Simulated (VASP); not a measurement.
# HgTe (F-43m) in VASP: notebook

HgTe is run at these levels: PBE; tasks: single point.

Program: VASP 6.6.1. These are calculated values, not measurements. Logs are shortened: lines on timing, memory, paths and dates and some standing lists are left out, and cuts for length are marked.

## Step 1: The cell of the first run

It takes space group F-43m (No. 216, cubic). Conventional cell: a = 6.650 Å, b = 6.650 Å, c = 6.650 Å, α = 90.00°, β = 90.00°, γ = 90.00°. Hg (site symmetry -43m) has 4 Te at 2.88 Å within 3.8 Å. Within 3.8 Å of Te (site symmetry -43m) lie 4 Hg at 2.88 Å.

## Step 2: Single point, PBE

INCAR

```
PREC     = Accurate       # precision mode
ENCUT    = 520            # plane-wave cutoff, eV
EDIFF    = 1E-6           # SCF threshold, eV
ISMEAR   = 0              # smearing method
SIGMA    = 0.1            # smearing width, eV
LREAL    = False          # projectors in reciprocal space
LASPH    = True           # aspherical terms in the spheres
NELM     = 80             # most SCF steps
ALGO     = Normal         # electronic algorithm
ISIF     = 2              # what is computed and relaxed
LWAVE    = False          # write WAVECAR
LCHARG   = False          # write CHGCAR
GGA      = PE             # functional
NBANDS   = 16             # bands
```

KPOINTS

```
regular mesh
0
Gamma
  9 9 9
```

POSCAR

```
HgTe
1.0
    4.7019744918      0.0000000000      0.0000000000
   -2.3509872459      4.0720293578      0.0000000000
    2.3509872459     -1.3573431193      3.8391460961
Hg Te
1 1
Direct
    0.0000000000      0.0000000000      0.0000000000
    0.2500000000      0.7500000000      0.2500000000
```

Potentials or basis: VASP PAW PBE potentials, release 64 (Hg, Te).

On the command line:

```console
> cat potpaw_PBE.64/Hg/POTCAR potpaw_PBE.64/Te/POTCAR > POTCAR
> mpirun -np 1 vasp_std > vasp.out
```

OUTCAR:

```text
PREC = Accurate
   ENCUT = 520
   EDIFF = 1E-6
   ISMEAR = 0
   LREAL = False
   LASPH = True
   NELM = 80
   ISIF = 2
   GGA = PE

 ion  position               nearest neighbor table
   1  0.000  0.000  0.000-   2 2.88   2 2.88   2 2.88   2 2.88
   2  0.250  0.750  0.250-   1 2.88   1 2.88   1 2.88   1 2.88

  LATTYP: Found a face centered cubic cell.
 ALAT       =     6.6495960962

  Lattice vectors:

 A1 = (   2.3509872459,  -4.0720293578,   0.0000000000)
 A2 = (   4.7019744918,  -0.0000000000,   0.0000000000)
 A3 = (   2.3509872459,  -1.3573431193,   3.8391460961)

Analysis of symmetry for initial positions (statically):
=====================================================================
 Subroutine PRICEL returns:
 Original cell was already a primitive cell.

 Routine SETGRP: Setting up the symmetry group for a
 face centered cubic supercell.

 Subroutine GETGRP returns: Found 24 space group operations
 (whereof 24 operations were pure point group operations)
 out of a pool of 48 trial point group operations.

The static configuration has the point symmetry T_d .

Analysis of symmetry for dynamics (positions and initial velocities):
=====================================================================
 Subroutine PRICEL returns:
 Original cell was already a primitive cell.

 Routine SETGRP: Setting up the symmetry group for a
 face centered cubic supercell.

 Subroutine GETGRP returns: Found 24 space group operations
 (whereof 24 operations were pure point group operations)
 out of a pool of 48 trial point group operations.

The dynamic configuration has the point symmetry T_d .

 Subroutine INISYM returns: Found 24 space group operations
 (whereof 24 operations are pure point group operations),
 and found     1 'primitive' translations

----------------------------------------------------------------------------------------

                                     Primitive cell

  volume of cell :      73.5065

  direct lattice vectors                    reciprocal lattice vectors
     4.701974492  0.000000000  0.000000000     0.212676611  0.122788899 -0.086824863
    -2.350987246  4.072029358  0.000000000     0.000000000  0.245577797  0.086824863
     2.350987246 -1.357343119  3.839146096     0.000000000  0.000000000  0.260474589

  length of vectors
     4.701974492  4.701974492  4.701974492     0.260474589  0.260474589  0.260474589

  position of ions in fractional coordinates (direct lattice)
     0.000000000  0.000000000  0.000000000
     0.250000000  0.750000000  0.250000000

  ion indices of the primitive-cell ions
   primitive index   ion index
                 1           1
                 2           2

----------------------------------------------------------------------------------------

 KPOINTS: regular mesh

Automatic generation of k-mesh.
 Grid dimensions read from file:
 generate k-points for:    9    9    9

 Generating k-lattice:

  Cartesian coordinates                     Fractional coordinates (reciprocal lattice)
     0.023630735  0.013643211 -0.009647207     0.111111111 -0.000000000  0.000000000
     0.000000000  0.027286422  0.009647207     0.000000000  0.111111111  0.000000000
     0.000000000  0.000000000  0.028941621     0.000000000  0.000000000  0.111111111

  Length of vectors
     0.028941621  0.028941621  0.028941621

  Shift w.r.t. Gamma in fractional coordinates (k-lattice)
     0.000000000  0.000000000  0.000000000

 Subroutine IBZKPT returns following result:
 ===========================================

 Found     35 irreducible k-points:

 Following reciprocal coordinates:
            Coordinates               Weight
  0.000000  0.000000  0.000000      1.000000
  0.111111  0.000000  0.000000      8.000000
  0.222222  0.000000  0.000000      8.000000
  0.333333  0.000000  0.000000      8.000000
  0.444444  0.000000  0.000000      8.000000
  0.111111  0.111111 -0.000000     12.000000
[... 16 lines left out ...]
 -0.333333  0.333333  0.000000      6.000000
  0.444444  0.444444 -0.000000     12.000000
 [... further k-points ...]
   k-points           NKPTS =     35   k-points in BZ     NKDIM =     35   number of bands    NBANDS=     16
   number of dos      NEDOS =    301   number of ions     NIONS =      2
   total plane-waves  NPLWV =  46656
   dimension x,y,z NGX =    36 NGY =   36 NGZ =   36
   dimension x,y,z NGXF=    72 NGYF=   72 NGZF=   72
   ions per type =               1   1
   NGX,Y,Z   is equivalent  to a cutoff of  12.73, 12.73, 12.73 a.u.
   NGXF,Y,Z  is equivalent  to a cutoff of  25.46, 25.46, 25.46 a.u.
 SYSTEM =  unknown system
   PREC   = accura    normal or accurate (medium, high low for compatibility)
   ISTART =      0    job   : 0-new  1-cont  2-samecut
   ICHARG =      2    charge: 1-file 2-atom 10-const
   ISPIN  =      1    spin polarized calculation?
   LNONCOLLINEAR =      F non collinear calculations
   LSORBIT =      F    spin-orbit coupling
   LASPH  =      T    aspherical Exc in radial PAW
   ENCUT  =  520.0 eV  38.22 Ry    6.18 a.u.   8.74  8.74  8.74*2*pi/ulx,y,z
   NELM   =     80;   NELMIN=  2; NELMDL= -5     # of ELM steps
   EDIFF  = 0.1E-05   stopping-criterion for ELM
   LREAL  =      F    real-space projection
   EDIFFG = 0.1E-04   stopping-criterion for IOM
   NSW    =      0    number of steps for IOM
   IBRION =     -1    ionic relax: 0-MD 1-quasi-New 2-CG
   NFREE  =      0    steps in history (QN), initial steepest desc. (CG)
   ISIF   =      2    stress and relaxation
   ISYM   =      2    0-nonsym 1-usesym 2-fastsym
   POTIM  = 0.5000    time-step for ionic-motion
   TEBEG  =    0.0;   TEEND  =   0.0 temperature during run
   PSTRESS=    0.0 pullay stress
   NELECT =      18.0000    total number of electrons
   NUPDOWN=      -1.0000    fix difference up-down
   EMIN   =  10.00;   EMAX   =-10.00  energy-range for DOS
   EFERMI =   0.00;   METHOD = LEGACY
   ISMEAR =     0;   SIGMA  =   0.10  broadening in eV -4-tet -1-fermi 0-gaus
   EFERMI_NEDOS =   21; number of points for ismear=-14 and -15
   IALGO  =     38    algorithm
   IMIX   =      4    mixing-type and parameters
     AMIX     =   0.40;   BMIX     =  1.00
     AMIX_MAG =   1.60;   BMIX_MAG =  1.00
  volume/ion in A,a.u.               =      36.75       248.02
  Fermi-wavevector in a.u.,A,eV,Ry     =   1.024213  1.935482 14.272686  1.049013
  Thomas-Fermi vector in A             =   2.157988
   LORBIT       =      0    0 simple, 1 ext, 2 COOP (PROOUT), +10 PAW based schemes
   GGA     = PE    functional components
   LHFCALC =     F    Hartree Fock is set to
   AEXX    =    0.0000 exact exchange contribution
   IVDW    =     0    specifies the selected vdW correction
   LEPSILON=     F    determine dielectric tensor
   LRPA    =     F    only Hartree local field effects (RPA)
 non-spin polarized calculation
 Gauss-broadening in eV      SIGMA  =   0.10
  energy-cutoff  :      520.00
  volume of cell :       73.51
 maximum number of plane-waves:      2004
   NGX = 17   NGY = 17   NGZ = 17

 number of electron      17.9999998 magnetization

 Free energy of the ion-electron system (eV)
  ---------------------------------------------------
  ext. energy  EPLUGINS =         0.00000000
  ---------------------------------------------------
  free energy    TOTEN  =        -3.65104125 eV

  energy without entropy =       -3.65074374  energy(sigma->0) =       -3.65089249

 E-fermi :   2.2843     XC(G=0):  -8.3602

 val. band max:        2.2397707156   @ k =   0.0000   0.0000   0.0000
 cond. band min:       2.7395445564   @ k =   0.1111   0.0000   0.0000
 fundamental gap:      0.4997738408
 Fermi energy:         2.2842897194

 k-point     1 :       0.0000    0.0000    0.0000
  band No.  band energies     occupation
      1      -9.1772      2.00000
      2      -4.6546      2.00000
      3      -4.6546      2.00000
      4      -4.6546      2.00000
      5      -4.2220      2.00000
      6      -4.2220      2.00000
[... 8 lines left out ...]
     15      11.6694      0.00000
     16      11.6694      0.00000

 k-point     2 :       0.1111    0.0000    0.0000
  band No.  band energies     occupation
      1      -9.1261      2.00000
      2      -4.6405      2.00000
      3      -4.6405      2.00000
      4      -4.6313      2.00000
      5      -4.2232      2.00000
      6      -4.2232      2.00000
[... 8 lines left out ...]
     15      11.0428      0.00000
     16      11.0428      0.00000

 k-point     3 :       0.2222    0.0000    0.0000
  band No.  band energies     occupation
      1      -8.9920      2.00000
      2      -4.6068      2.00000
      3      -4.6068      2.00000
      4      -4.5403      2.00000
      5      -4.2232      2.00000
      6      -4.2232      2.00000
[... 8 lines left out ...]
     15      10.7194      0.00000
     16      10.7194      0.00000

 k-point     4 :       0.3333    0.0000    0.0000
  band No.  band energies     occupation
      1      -8.8313      2.00000
      2      -4.5733      2.00000
      3      -4.5733      2.00000
      4      -4.3361      2.00000
      5      -4.2163      2.00000
      6      -4.2163      2.00000
[... 8 lines left out ...]
     15      11.0750      0.00000
     16      11.0750      0.00000

 k-point     5 :       0.4444    0.0000    0.0000
  band No.  band energies     occupation
      1      -8.7213      2.00000
      2      -4.5552      2.00000
      3      -4.5552      2.00000
      4      -4.2067      2.00000
      5      -4.2067      2.00000
      6      -4.0408      2.00000
[... 8 lines left out ...]
     15      11.9269      0.00000
     16      11.9269      0.00000

 k-point     6 :       0.1111    0.1111   -0.0000
  band No.  band energies     occupation
      1      -9.0471      2.00000
      2      -4.6248      2.00000
      3      -4.6096      2.00000
      4      -4.5911      2.00000
      5      -4.2318      2.00000
      6      -4.2163      2.00000
[... 8 lines left out ...]
     15      10.3888      0.00000
     16      10.8316      0.00000

 k-point     7 :       0.2222    0.1111    0.0000
  band No.  band energies     occupation
      1      -8.9031      2.00000
      2      -4.5893      2.00000
      3      -4.5725      2.00000
      4      -4.4699      2.00000
      5      -4.2347      2.00000
      6      -4.2064      2.00000
[... 8 lines left out ...]
     15      10.6483      0.00000
     16      11.4598      0.00000

 k-point     8 :       0.3333    0.1111   -0.0000
  band No.  band energies     occupation
      1      -8.7576      2.00000
      2      -4.5544      2.00000
      3      -4.5487      2.00000
      4      -4.2581      2.00000
      5      -4.2250      2.00000
      6      -4.1674      2.00000
[... 8 lines left out ...]
     15      10.7669      0.00000
     16      12.2143      0.00000

 k-point     9 :       0.4444    0.1111    0.0000
  band No.  band energies     occupation
      1      -8.6834      2.00000
      2      -4.5428      2.00000
      3      -4.5351      2.00000
      4      -4.2193      2.00000
      5      -4.2088      2.00000
      6      -3.9595      2.00000
[... 8 lines left out ...]
     15      11.7846      0.00000
     16      11.7992      0.00000
[... 172 lines left out ...]
 k-point    19 :      -0.2222    0.2222   -0.0000
  band No.  band energies     occupation
      1      -8.9292      2.00000
      2      -4.5875      2.00000
      3      -4.5524      2.00000
      4      -4.5524      2.00000
      5      -4.2437      2.00000
      6      -4.2011      2.00000
[... 8 lines left out ...]
     15      11.5866      0.00000
     16      11.9291      0.00000

 k-point    20 :       0.3333    0.3333   -0.0000
  band No.  band energies     occupation
      1      -8.5849      2.00000
      2      -4.4988      2.00000
      3      -4.4558      2.00000
      4      -4.2669      2.00000
      5      -4.2140      2.00000
      6      -3.8479      2.00000
[... 8 lines left out ...]
     15      11.2247      0.00000
     16      13.8554      0.00000

 k-point    21 :       0.4444    0.3333   -0.0000
  band No.  band energies     occupation
      1      -8.5677      2.00000
      2      -4.4874      2.00000
      3      -4.4249      2.00000
      4      -4.3240      2.00000
      5      -4.1936      2.00000
      6      -3.8402      2.00000
[... 8 lines left out ...]
     15      12.1087      0.00000
     16      13.5470      0.00000

 k-point    22 :      -0.4444    0.3333   -0.0000
  band No.  band energies     occupation
      1      -8.6185      2.00000
      2      -4.4874      2.00000
      3      -4.4257      2.00000
      4      -4.3925      2.00000
      5      -4.1813      2.00000
      6      -4.0360      2.00000
[... 8 lines left out ...]
     15      12.5190      0.00000
     16      13.4796      0.00000

 k-point    23 :      -0.3333    0.3333    0.0000
  band No.  band energies     occupation
      1      -8.7123      2.00000
      2      -4.5031      2.00000
      3      -4.4577      2.00000
      4      -4.4577      2.00000
      5      -4.1840      2.00000
      6      -4.1765      2.00000
[... 8 lines left out ...]
     15      12.2057      0.00000
     16      13.5630      0.00000

 k-point    24 :       0.4444    0.4444   -0.0000
  band No.  band energies     occupation
      1      -8.5431      2.00000
      2      -4.4717      2.00000
      3      -4.3886      2.00000
      4      -4.3675      2.00000
      5      -4.1780      2.00000
      6      -3.8289      2.00000
[... 8 lines left out ...]
     15      12.4905      0.00000
     16      13.3286      0.00000

 [... further k-points ...]
[... 5 lines left out ...]
  --------------------------------------------------------------------------------------
  -------------------------------------------------------------------------------------
  Total        0.0305815      0.0305815      0.0305815      0.0000000     -0.0000000     -0.0000000
  in kB        0.6665672      0.6665672      0.6665672      0.0000000     -0.0000000     -0.0000000
  external PRESSURE =       0.6665672 kB  Pullay stress =       0.0000000 kB

 VOLUME and BASIS-vectors are now :
 -----------------------------------------------------------------------------
  energy-cutoff  :      520.00
  volume of cell :       73.51
      direct lattice vectors                 reciprocal lattice vectors
     4.701974492  0.000000000  0.000000000     0.212676611  0.122788899 -0.086824863
    -2.350987246  4.072029358  0.000000000     0.000000000  0.245577797  0.086824863
     2.350987246 -1.357343119  3.839146096     0.000000000  0.000000000  0.260474589

 POSITION                                       TOTAL-FORCE (eV/Angst)
 -----------------------------------------------------------------------------------
      0.00000      0.00000      0.00000        -0.000000      0.000000     -0.000000
      0.00000      2.71469      0.95979         0.000000     -0.000000      0.000000
 -----------------------------------------------------------------------------------
    total drift:                                0.000000      0.000000     -0.000000

  FREE ENERGIE OF THE ION-ELECTRON SYSTEM (eV)
  ---------------------------------------------------
  free  energy   TOTEN  =        -3.6510412497 eV

  energy  without entropy=       -3.6507437372  energy(sigma->0) =       -3.65089249
```

Run time: 30 s. Hardware: 1 thread of Intel Xeon Platinum 8259CL at 2.50GHz (Skylake/Cascade Lake), shared host; peak memory 0.21 GiB.

Results:

* Free energy: -3.6510 eV
* Pressure: 0.1 GPa
* Band gap on the k mesh: zero (filled and empty bands touch)

Levels at points of the mesh, in eV from the Fermi level:
```csv
k point,band 5,band 6,band 7,band 8,band 9,band 10,band 11,band 12,band 13,band 14
"(0.00, 0.00, 0.00)",-6.51,-6.51,-0.97,-0.04,-0.04,-0.04,4.33,4.33,4.33,6.46
```

Caveat: spin-orbit coupling is left out, which moves the levels of the heavy elements.

## Step 3: Single point, PBE

INCAR

```
PREC     = Accurate       # precision mode
ENCUT    = 520            # plane-wave cutoff, eV
EDIFF    = 1E-6           # SCF threshold, eV
ISMEAR   = 0              # smearing method
SIGMA    = 0.1            # smearing width, eV
LREAL    = F              # projectors in reciprocal space
LASPH    = T              # aspherical terms in the spheres
NELM     = 80             # most SCF steps
ALGO     = Normal         # electronic algorithm
ISIF     = 2              # what is computed and relaxed
LWAVE    = F              # write WAVECAR
LCHARG   = T              # write CHGCAR
GGA      = PE             # functional
LELF     = T              # ELF
LVHAR    = T            
NBANDS   = 16             # bands
```

KPOINTS

```
regular mesh
0
Gamma
  12 12 12
```

POSCAR

```
HgTe
1.0
    0.0000000000      3.3247980481      3.3247980481
    3.3247980481      0.0000000000      3.3247980481
    3.3247980481      3.3247980481      0.0000000000
Hg Te
1 1
Direct
    0.0000000000      0.0000000000      0.0000000000
    0.2500000000      0.2500000000      0.2500000000
```

Potentials or basis: VASP PAW PBE potentials, release 64 (Hg, Te).

On the command line:

```console
> cat potpaw_PBE.64/Hg/POTCAR potpaw_PBE.64/Te/POTCAR > POTCAR
> mpirun -np 1 vasp_std > vasp.out
```

Wall time 58 s (1 thread of Intel Xeon Platinum 8259CL at 2.50GHz (Skylake/Cascade Lake), shared host); peak memory 0.26 GiB.

The run converged. Its results:

```yaml
Free_energy: -3.6519 eV
Pressure: 0.1 GPa
Band_gap_on_the_k_mesh: zero (filled and empty bands touch)
```

Levels at points of the mesh, in eV from the Fermi level:
```csv
k point,band 5,band 6,band 7,band 8,band 9,band 10,band 11,band 12,band 13,band 14
"(0.00, 0.00, 0.00)",-6.53,-6.53,-0.99,-0.07,-0.07,-0.07,4.30,4.30,4.30,6.44
"(0.50, 0.00, 0.00)",-6.52,-6.28,-5.03,-0.90,-0.90,0.63,5.04,5.04,6.73,7.69
"(0.50, 0.50, 0.00)",-6.48,-6.17,-5.06,-2.00,-2.00,1.84,2.63,7.85,8.44,8.44
```

Caveat: spin-orbit coupling is left out, which moves the levels of the heavy elements.

(Part 1 of 2 ends here.)
